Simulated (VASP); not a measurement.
Set up this calculation in VASP 6.6.1, as the native input.

* Task: single point
* Functional: PBE
* Potentials or basis: VASP PAW PBE potentials, release 64 (Pb_d, Te)
* Cutoff: 520 eV
* k mesh: 10 × 10 × 10
* Occupations: gaussian, width 0.05 eV
* Spin: no spin polarisation
* Dipole correction: no
* Further INCAR settings: ALGO = Normal; EDIFF = 1e-06; NBANDS = 20

The structure of Te2Pb lies in POSCAR:

```
Te2Pb
1.0
    2.1282959642      1.2287722478      6.2440993916
   -2.1282959642      1.2287722478      6.2440993916
    0.0000000000     -2.4575444957      6.2440993916
Pb Te
1 2
Direct
    0.0000000000      0.0000000000      0.0000000000
    0.2276085859      0.2276085859      0.2276085859
    0.7723914141      0.7723914141      0.7723914141
```

The input as run:

INCAR

```
SYSTEM = Te2Pb
  ALGO = Normal
  EDIFF = 1E-6
  ENCUT = 520
  GGA = PE
  ISIF = 2
  ISMEAR = 0
  LASPH = .True.
  LCHARG = .False.
  LREAL = .False.
  LWAVE = .False.
  NBANDS = 20
  NELM = 60
  PREC = Accurate
  SIGMA = 0.05
```

KPOINTS

```
k-points
0
Gamma
  10 10 10
  0 0 0
```

Potentials or basis: VASP PAW PBE potentials, release 64 (Pb_d, Te).

Run with:

```sh
$ cat potpaw_PBE.64/Pb_d/POTCAR potpaw_PBE.64/Te/POTCAR > POTCAR
$ mpirun -np 1 vasp_std > vasp.out
```

Results of the run:

```json
{
  "Pressure": "1.5 GPa",
  "Largest force": "0.005 eV/Å",
  "Band gap on the k mesh": "zero (bands 13 and 14 overlap by 0.87 eV)"
}
```

Caveat: spin-orbit coupling is left out, which moves the levels of the heavy elements.

It took 3.5 min on 1 thread of AMD EPYC 9R45 96-Core Processor (Zen 5), on a shared host, peak memory 0.46 GiB.
